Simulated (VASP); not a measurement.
# As (R-3m) in VASP: a series of runs

The runs below take As through single point, with PBEsol, PBE.

Everything below comes from runs of VASP 6.6.1. Logs are shortened: lines on timing, memory, paths and dates and some standing lists are left out, and cuts for length are marked.

## (1) The cell of the first run

The structure is trigonal, space group R-3m (No. 166). The conventional cell has a = 3.611 Å, b = 3.611 Å, c = 10.542 Å, α = 90.00°, β = 90.00°, γ = 120.00°. Within 3.2 Å of As (site symmetry 3m) lie 6 As at 2.43 to 3.08 Å.

## (2) Single point, PBEsol

INCAR reads:

```
SYSTEM = As
PREC = Accurate ; ENCUT = 510
EDIFF = 1E-6 ; ISMEAR = -1
SIGMA = 0.05 ; LREAL = .FALSE.
LASPH = .TRUE. ; NELM = 120
ALGO = Normal ; ISIF = 2
LWAVE = .FALSE. ; LCHARG = .TRUE.
GGA = PS ; LELF = .TRUE.
LVHAR = .TRUE. ; NBANDS = 22
GGA_COMPAT = .FALSE.
```

KPOINTS reads:

```
Automatic mesh
0
G
  7 7 7
  0 0 0
```

POSCAR reads:

```
As
1.0
    1.8055650228      1.0424434519      3.5140619945
   -1.8055650228      1.0424434519      3.5140619945
    0.0000000000     -2.0848869038      3.5140619945
As
2
Direct
    0.2260000000      0.2260000000      0.2260000000
    0.7740000000      0.7740000000      0.7740000000
```

Potentials or basis: VASP PAW PBE potentials, release 64 (As_d).

Launch:

```console
$ cat potpaw_PBE.64/As_d/POTCAR > POTCAR
$ mpirun -np 1 vasp_std > vasp.out
```

OUTCAR:

```text
SYSTEM = As
   PREC = Accurate
   ENCUT = 510
   EDIFF = 1E-6
   ISMEAR = -1
   LREAL = .FALSE.
   LASPH = .TRUE.
   NELM = 120
   ISIF = 2
   GGA = PS

 ion  position               nearest neighbor table
   1  0.226  0.226  0.226-   2 2.43   2 2.43   2 2.43
   2  0.774  0.774  0.774-   1 2.43   1 2.43   1 2.43

  LATTYP: Found a trigonal (rhomboedric) cell.
 ALAT       =     4.0859986666
 COS(alpha) =     0.6094651269

  Lattice vectors:

 A1 = (   1.8055650228,   1.0424434519,   3.5140619945)
 A2 = (  -1.8055650228,   1.0424434519,   3.5140619945)
 A3 = (   0.0000000000,  -2.0848869038,   3.5140619945)

Analysis of symmetry for initial positions (statically):
=====================================================================
 Subroutine PRICEL returns:
 Original cell was already a primitive cell.

 Routine SETGRP: Setting up the symmetry group for a
 trigonal (rhombohedral) supercell.

 Subroutine GETGRP returns: Found 12 space group operations
 (whereof 12 operations were pure point group operations)
 out of a pool of 12 trial point group operations.

The static configuration has the point symmetry D_3d.

Analysis of symmetry for dynamics (positions and initial velocities):
=====================================================================
 Subroutine PRICEL returns:
 Original cell was already a primitive cell.

 Routine SETGRP: Setting up the symmetry group for a
 trigonal (rhombohedral) supercell.

 Subroutine GETGRP returns: Found 12 space group operations
 (whereof 12 operations were pure point group operations)
 out of a pool of 12 trial point group operations.

The dynamic configuration has the point symmetry D_3d.

 Subroutine INISYM returns: Found 12 space group operations
 (whereof 12 operations are pure point group operations),
 and found     1 'primitive' translations

----------------------------------------------------------------------------------------

                                     Primitive cell

  volume of cell :      39.6850

  direct lattice vectors                    reciprocal lattice vectors
     1.805565023  1.042443452  3.514061995     0.276921625  0.159880775  0.094856987
[... 71 lines left out ...]
   dimension x,y,z NGX =    30 NGY =   30 NGZ =   30
   dimension x,y,z NGXF=    60 NGYF=   60 NGZF=   60
   ions per type =               2
   NGX,Y,Z   is equivalent  to a cutoff of  12.21, 12.21, 12.21 a.u.
   NGXF,Y,Z  is equivalent  to a cutoff of  24.41, 24.41, 24.41 a.u.
 SYSTEM =  As
   PREC   = accura    normal or accurate (medium, high low for compatibility)
   ISTART =      0    job   : 0-new  1-cont  2-samecut
   ICHARG =      2    charge: 1-file 2-atom 10-const
   ISPIN  =      1    spin polarized calculation?
   LNONCOLLINEAR =      F non collinear calculations
   LSORBIT =      F    spin-orbit coupling
   LASPH  =      T    aspherical Exc in radial PAW
   ENCUT  =  510.0 eV  37.48 Ry    6.12 a.u.   7.52  7.52  7.52*2*pi/ulx,y,z
   NELM   =    120;   NELMIN=  2; NELMDL= -5     # of ELM steps
   EDIFF  = 0.1E-05   stopping-criterion for ELM
   LREAL  =      F    real-space projection
[... 7 lines left out ...]
   TEBEG  =    0.0;   TEEND  =   0.0 temperature during run
   PSTRESS=    0.0 pullay stress
   NELECT =      30.0000    total number of electrons
   NUPDOWN=      -1.0000    fix difference up-down
   EMIN   =  10.00;   EMAX   =-10.00  energy-range for DOS
   EFERMI =   0.00;   METHOD = LEGACY
   ISMEAR =    -1;   SIGMA  =   0.05  broadening in eV -4-tet -1-fermi 0-gaus
   EFERMI_NEDOS =   21; number of points for ismear=-14 and -15
   IALGO  =     38    algorithm
   IMIX   =      4    mixing-type and parameters
     AMIX     =   0.40;   BMIX     =  1.00
     AMIX_MAG =   1.60;   BMIX_MAG =  1.00
  volume/ion in A,a.u.               =      19.84       133.90
  Fermi-wavevector in a.u.,A,eV,Ry     =   1.491328  2.818201 30.260159  2.224059
  Thomas-Fermi vector in A             =   2.603997
   LORBIT       =      0    0 simple, 1 ext, 2 COOP (PROOUT), +10 PAW based schemes
   GGA     = PS    functional components
   LHFCALC =     F    Hartree Fock is set to
   AEXX    =    0.0000 exact exchange contribution
   IVDW    =     0    specifies the selected vdW correction
   LEPSILON=     F    determine dielectric tensor
   LRPA    =     F    only Hartree local field effects (RPA)
 non-spin polarized calculation
  energy-cutoff  :      510.00
  volume of cell :       39.68
 maximum number of plane-waves:      1060
 NGX is ok and might be reduce to    30
   NGX = 15   NGY = 15   NGZ = 15

 number of electron      30.0000012 magnetization

 Free energy of the ion-electron system (eV)
  ---------------------------------------------------
  ext. energy  EPLUGINS =         0.00000000
  ---------------------------------------------------
  free energy    TOTEN  =       -10.14534971 eV

  energy without entropy =      -10.14456873  energy(sigma->0) =      -10.14495922

 E-fermi :   4.5526     XC(G=0): -11.2588

 val. band max:        4.3802619022   @ k =   0.4286  -0.0000   0.0000
 cond. band min:       4.7312991487   @ k =   0.4286   0.2857   0.2857
 fundamental gap:      0.3510372465
 Fermi energy:         4.5525789978

 k-point     1 :       0.0000    0.0000    0.0000
  band No.  band energies     occupation
      1     -31.8908      2.00000
      2     -31.8908      2.00000
      3     -31.8269      2.00000
      4     -31.8269      2.00000
      5     -31.7962      2.00000
      6     -31.7332      2.00000
[... 589 lines left out ...]
     21      14.7388      0.00000
     22      15.2284      0.00000

 [... further k-points ...]

------------------------ aborting loop because EDIFF is reached ----------------------------------------

  FORCE on cell =-STRESS in cart. coord.  units (eV):
  Direction    XX          YY          ZZ          XY          YZ          ZX
  --------------------------------------------------------------------------------------
  -------------------------------------------------------------------------------------
  Total        2.6001886      2.6001886      1.3415763      0.0000000      0.0000000      0.0000000
  in kB      104.9757842    104.9757842     54.1626172      0.0000000      0.0000000      0.0000000
  external PRESSURE =      88.0380619 kB  Pullay stress =       0.0000000 kB

 VOLUME and BASIS-vectors are now :
 -----------------------------------------------------------------------------
  energy-cutoff  :      510.00
  volume of cell :       39.68
      direct lattice vectors                 reciprocal lattice vectors
     1.805565023  1.042443452  3.514061995     0.276921625  0.159880775  0.094856987
    -1.805565023  1.042443452  3.514061995    -0.276921625  0.159880775  0.094856987
     0.000000000 -2.084886904  3.514061995     0.000000000 -0.319761549  0.094856987

 POSITION                                       TOTAL-FORCE (eV/Angst)
 -----------------------------------------------------------------------------------
      0.00000      0.00000      2.38253         0.000000      0.000000      0.894686
      0.00000      0.00000      8.15965         0.000000     -0.000000     -0.894686
 -----------------------------------------------------------------------------------
    total drift:                               -0.000000     -0.000000      0.000000

  FREE ENERGIE OF THE ION-ELECTRON SYSTEM (eV)
  ---------------------------------------------------
  free  energy   TOTEN  =       -10.1453497130 eV

  energy  without entropy=      -10.1445687333  energy(sigma->0) =      -10.14495922
```

OSZICAR:

```text
N       E                     dE             d eps       ncg     rms          rms(c)
DAV:   1     0.187640148997E+03    0.18764E+03   -0.12790E+04  2602   0.663E+03
DAV:   2     0.163578142290E+02   -0.17128E+03   -0.16318E+03  1978   0.852E+02
DAV:   3    -0.901573350144E+01   -0.25374E+02   -0.24991E+02  2104   0.144E+02
DAV:   4    -0.101896535333E+02   -0.11739E+01   -0.11722E+01  2260   0.361E+01
DAV:   5    -0.102106663051E+02   -0.21013E-01   -0.21012E-01  2158   0.580E+00    0.469E+00
DAV:   6    -0.101664890869E+02    0.44177E-01   -0.13053E-02  2558   0.118E+00    0.273E+00
DAV:   7    -0.101451665248E+02    0.21323E-01   -0.18681E-02  2550   0.118E+00    0.954E-02
DAV:   8    -0.101453424322E+02   -0.17591E-03   -0.11193E-03  2218   0.409E-01    0.209E-02
DAV:   9    -0.101453487908E+02   -0.63587E-05   -0.14526E-05  2384   0.434E-02    0.602E-03
DAV:  10    -0.101453497130E+02   -0.92211E-06   -0.13617E-06  1628   0.228E-02
   1 F= -.10145350E+02 E0= -.10144959E+02  d E =-.780980E-03
```

Wall time 22 s (1 thread of AMD EPYC 9R45 (Zen 5), shared host); peak memory 0.15 GiB.

What came out:

* Free energy: -10.1453 eV
* Pressure: 8.8 GPa
* Largest force: 0.895 eV/Å
* Band gap on the k mesh: zero (bands 15 and 16 overlap by 0.35 eV)

Forces on the atoms (eV/Å):
```
As   0.000  0.000  0.895
As   0.000  0.000 -0.895
```

Levels at points of the mesh, in eV from the Fermi level:
```tsv
k point	band 13	band 14	band 15	band 16	band 17	band 18
(0.00, 0.00, 0.00)	-3.20	-2.09	-2.09	1.58	2.96	2.96
```

Caveat: the stress differs along the axes, from 5 to 10 GPa; the PAW data sets were made with another functional, which shifts forces and pressure a little.

## (3) Single point, PBE

This run uses another cell than the first one, of 22.63 Å³/atom.

INCAR reads:

```
  PREC = Accurate
  ENCUT = 510
  EDIFF = 1E-6
  ISMEAR = -1
  SIGMA = 0.05
  LREAL = False
  LASPH = True
  NELM = 120
  ALGO = Normal
  ISIF = 2
  LWAVE = False
  LCHARG = False
  GGA = PE
  NBANDS = 22
  GGA_COMPAT = False
```

KPOINTS reads:

```
regular mesh
0
Gamma
  9 9 9
```

POSCAR reads:

```
As
1.0
    1.9037978349      1.0991581924      3.6045211398
   -1.9037978349      1.0991581924      3.6045211398
    0.0000000000     -2.1983163849      3.6045211397
As
2
Direct
    0.2263270704      0.2263270704      0.2263270704
    0.7736729296      0.7736729296      0.7736729296
```

Potentials or basis: VASP PAW PBE potentials, release 64 (As_d).

Launch:

```console
$ cat potpaw_PBE.64/As_d/POTCAR > POTCAR
$ mpirun -np 1 vasp_std > vasp.out
```

Run time: 32 s. Hardware: 1 thread of Intel Xeon Platinum 8488C (Sapphire Rapids), shared host; peak memory 0.21 GiB.

It converged, with:

| Property | Result |
| --- | --- |
| Free energy | -9.3683 eV |
| Pressure | 0.1 GPa |
| Largest force | 0.016 eV/Å |
| Band gap on the k mesh | zero (bands 15 and 16 overlap by 0.19 eV) |

Forces in eV/Å, atoms in the order of the input:
```
As   0.000  0.000  0.016
As   0.000  0.000 -0.016
```

Levels at points of the mesh, in eV from the Fermi level:
```
           k point  band 13  band 14  band 15  band 16  band 17  band 18
(0.00, 0.00, 0.00)    -2.44    -1.88    -1.88     1.63     2.82     2.82
```

## (4) Single point, PBE

This run uses another cell than the first one, of 19.10 Å³/atom.

INCAR reads:

```
ALGO = Normal
EDIFF = 1E-6
ENCUT = 510
GGA = PE
GGA_COMPAT = F
ISIF = 2
ISMEAR = -1
LASPH = T
LCHARG = F
LREAL = F
LWAVE = F
NBANDS = 22
NELM = 120
PREC = Accurate
SIGMA = 0.05
```

KPOINTS reads:

```
k-points
0
Gamma
  9 9 9
```

POSCAR reads:

```
As
1.0
    1.8580854186      1.0727661166      3.1935239930
   -1.8580854186      1.0727661166      3.1935239930
    0.0000000000     -2.1455322332      3.1935239930
As
2
Direct
    0.2342610189      0.2342610189      0.2342610189
    0.7657389811      0.7657389811      0.7657389811
```

Potentials or basis: VASP PAW PBE potentials, release 64 (As_d).

Launch:

```console
$ cat potpaw_PBE.64/As_d/POTCAR > POTCAR
$ mpirun -np 1 vasp_std > vasp.out
```

OUTCAR:

```text
EDIFF = 1E-6
   ENCUT = 510
   GGA = PE
   ISIF = 2
   ISMEAR = -1
   LASPH = T
   LREAL = F
   NELM = 120
   PREC = Accurate

 ion  position               nearest neighbor table
   1  0.234  0.234  0.234-   2 2.51   2 2.51   2 2.51   2 2.86   2 2.86   2 2.86
   2  0.766  0.766  0.766-   1 2.51   1 2.51   1 2.51   1 2.86   1 2.86   1 2.86

  LATTYP: Found a trigonal (rhomboedric) cell.
 ALAT       =     3.8473242725
 COS(alpha) =     0.5335084717

  Lattice vectors:

 A1 = (   1.8580854186,   1.0727661166,   3.1935239930)
 A2 = (  -1.8580854186,   1.0727661166,   3.1935239930)
 A3 = (   0.0000000000,  -2.1455322332,   3.1935239930)

Analysis of symmetry for initial positions (statically):
=====================================================================
 Subroutine PRICEL returns:
 Original cell was already a primitive cell.

 Routine SETGRP: Setting up the symmetry group for a
 trigonal (rhombohedral) supercell.

 Subroutine GETGRP returns: Found 12 space group operations
[... 159 lines left out ...]
  ---------------------------------------------------
  free energy    TOTEN  =        -9.18699904 eV

  energy without entropy =       -9.18478270  energy(sigma->0) =       -9.18589087

 E-fermi :   4.9406     XC(G=0): -11.3262

 val. band max:        4.9106464973   @ k =   0.4444   0.4444   0.4444
 cond. band min:       4.9622365461   @ k =   0.3333   0.1111   0.1111
 fundamental gap:      0.0515900488
 Fermi energy:         4.9406444747

 k-point     1 :       0.0000    0.0000    0.0000
  band No.  band energies     occupation
      1     -31.5384      2.00000
      2     -31.5384      2.00000
      3     -31.4822      2.00000
      4     -31.4822      2.00000
      5     -31.4599      2.00000
      6     -31.4043      2.00000
[... 589 lines left out ...]
     21      17.8210      0.00000
     22      19.5578      0.00000

 [... further k-points ...]

------------------------ aborting loop because EDIFF is reached ----------------------------------------

  FORCE on cell =-STRESS in cart. coord.  units (eV):
  Direction    XX          YY          ZZ          XY          YZ          ZX
  --------------------------------------------------------------------------------------
  -------------------------------------------------------------------------------------
  Total        2.4101009      2.4101009      2.4051276      0.0000000      0.0000000      0.0000000
  in kB      101.1005813    101.1005813    100.8919594      0.0000000      0.0000000      0.0000000
  external PRESSURE =     101.0310407 kB  Pullay stress =       0.0000000 kB

 VOLUME and BASIS-vectors are now :
 -----------------------------------------------------------------------------
  energy-cutoff  :      510.00
  volume of cell :       38.19
      direct lattice vectors                 reciprocal lattice vectors
     1.858085419  1.072766117  3.193523993     0.269094195  0.155361606  0.104377902
    -1.858085419  1.072766117  3.193523993    -0.269094195  0.155361606  0.104377902
     0.000000000 -2.145532233  3.193523993     0.000000000 -0.310723212  0.104377902

 POSITION                                       TOTAL-FORCE (eV/Angst)
 -----------------------------------------------------------------------------------
      0.00000      0.00000      2.24435         0.000000      0.000000      0.006362
      0.00000      0.00000      7.33622         0.000000     -0.000000     -0.006362
 -----------------------------------------------------------------------------------
    total drift:                                0.000000     -0.000000      0.000000

  FREE ENERGIE OF THE ION-ELECTRON SYSTEM (eV)
  ---------------------------------------------------
  free  energy   TOTEN  =        -9.1869990372 eV

  energy  without entropy=       -9.1847826981  energy(sigma->0) =       -9.18589087
```

OSZICAR:

```text
N       E                     dE             d eps       ncg     rms          rms(c)
DAV:   1     0.191695643924E+03    0.19170E+03   -0.12839E+04  5058   0.674E+03
DAV:   2     0.177339706099E+02   -0.17396E+03   -0.16522E+03  3824   0.874E+02
DAV:   3    -0.800847511333E+01   -0.25742E+02   -0.25221E+02  4058   0.144E+02
DAV:   4    -0.918459528886E+01   -0.11761E+01   -0.11738E+01  4438   0.357E+01
DAV:   5    -0.920439259385E+01   -0.19797E-01   -0.19797E-01  4202   0.563E+00    0.426E+00
DAV:   6    -0.919276458604E+01    0.11628E-01   -0.69595E-03  4776   0.105E+00    0.252E+00
DAV:   7    -0.918677771473E+01    0.59869E-02   -0.93580E-03  5486   0.964E-01    0.113E-01
DAV:   8    -0.918697986633E+01   -0.20215E-03   -0.53325E-04  4544   0.272E-01    0.162E-02
DAV:   9    -0.918699709523E+01   -0.17229E-04   -0.16686E-05  4308   0.377E-02    0.559E-03
DAV:  10    -0.918699912405E+01   -0.20288E-05   -0.34048E-06  4544   0.299E-02    0.159E-03
DAV:  11    -0.918699903716E+01    0.86895E-07   -0.19131E-07  2632   0.794E-03
   1 F= -.91869990E+01 E0= -.91858909E+01  d E =-.221634E-02
```

It took 22 s on 1 thread of Intel Xeon 6975P-C (Granite Rapids), shared host; peak memory 0.18 GiB.

What came out:

```
Free energy            : -9.1870 eV
Pressure               : 10.1 GPa
Largest force          : 0.006 eV/Å
Band gap on the k mesh : zero (bands 15 and 16 overlap by 0.13 eV)
```

Forces on the atoms (eV/Å):
```
As   0.000  0.000  0.006
As   0.000  0.000 -0.006
```

Levels at points of the mesh, in eV from the Fermi level:
| k point | band 13 | band 14 | band 15 | band 16 | band 17 | band 18 |
| --- | --- | --- | --- | --- | --- | --- |
| (0.00, 0.00, 0.00) | -2.54 | -2.33 | -2.33 | 2.61 | 3.44 | 3.44 |

Caveat: the cell stands under pressure.

## (5) Single point, PBEsol

This run uses another cell than the first one, of 16.87 Å³/atom.

INCAR reads:

```
  ALGO = Normal
  EDIFF = 1E-6
  ENCUT = 510
  GGA = PS
  GGA_COMPAT = F
  ISIF = 2
  ISMEAR = -1
  LASPH = T
  LCHARG = T
  LELF = T
  LREAL = F
  LVHAR = T
  LWAVE = F
  NBANDS = 22
  NELM = 120
  PREC = Accurate
  SIGMA = 0.05
```

KPOINTS is that of step 4.

POSCAR reads:

```
As
1.0
    1.8020830758      1.0404331489      2.9985287868
   -1.8020830758      1.0404331489      2.9985287868
    0.0000000000     -2.0808662978      2.9985287868
As
2
Direct
    0.2401693605      0.2401693605      0.2401693605
    0.7598306395      0.7598306395      0.7598306395
```

Launch:

```console
$ cat potpaw_PBE.64/As_d/POTCAR > POTCAR
$ mpirun -np 1 vasp_std > vasp.out
```

Run time: 40 s. Hardware: 1 thread of AMD EPYC 7R43 (Zen 3), shared host; peak memory 0.15 GiB.

The run converged. Its results:

```
Free energy            : -9.8472 eV
Pressure               : 20.3 GPa
Band gap on the k mesh : zero (bands 15 and 16 overlap by 0.80 eV)
```

Levels at points of the mesh, in eV from the Fermi level:
| k point | band 11 | band 12 | band 13 | band 14 | band 15 | band 16 | band 17 | band 18 | band 19 | band 20 |
| --- | --- | --- | --- | --- | --- | --- | --- | --- | --- | --- |
| (0.00, 0.00, 0.00) | -16.80 | -3.80 | -2.40 | -2.30 | -2.30 | 3.74 | 4.29 | 4.29 | 5.85 | 5.85 |

Caveat: the cell stands under pressure; the PAW data sets were made with another functional, which shifts forces and pressure a little.

## (6) Summary

| level | cell | k mesh | gap on the mesh (eV) | pressure (GPa) | largest force (eV/Å) |
| --- | --- | --- | --- | --- | --- |
| PBEsol | a = 4.086 Å, angles 52.4°, 2 atoms, atomic positions A | 7 × 7 × 7 | none | 8.8 | 0.89 |
| PBE | a = 4.222 Å, angles 53.6°, 2 atoms, atomic positions B | 9 × 9 × 9 | none | 0.1 | 0.02 |
| PBE | a = 3.847 Å, angles 57.8°, 2 atoms, atomic positions C | 9 × 9 × 9 | none | 10.1 | 0.01 |
| PBEsol | a = 3.650 Å, angles 59.2°, 2 atoms, atomic positions D | 9 × 9 × 9 | none | 20.3 | - |

Alike in all rows: task single point; potentials or basis VASP PAW PBE potentials, release 64 (As_d); no spin polarisation; cutoff (eV) 510; smearing fermi-dirac 0.05 eV.

Caveats: the PAW data sets were made with another functional, which shifts forces and pressure a little (at least some runs); the cell stands under pressure (at least some runs); the stress differs along the axes, from 5 to 10 GPa (at least some runs).

Total energies depend on the potentials used, so only differences within one code and one set of settings carry meaning.

The gap in the log of VASP goes by the Fermi energy; the results here count the filled bands.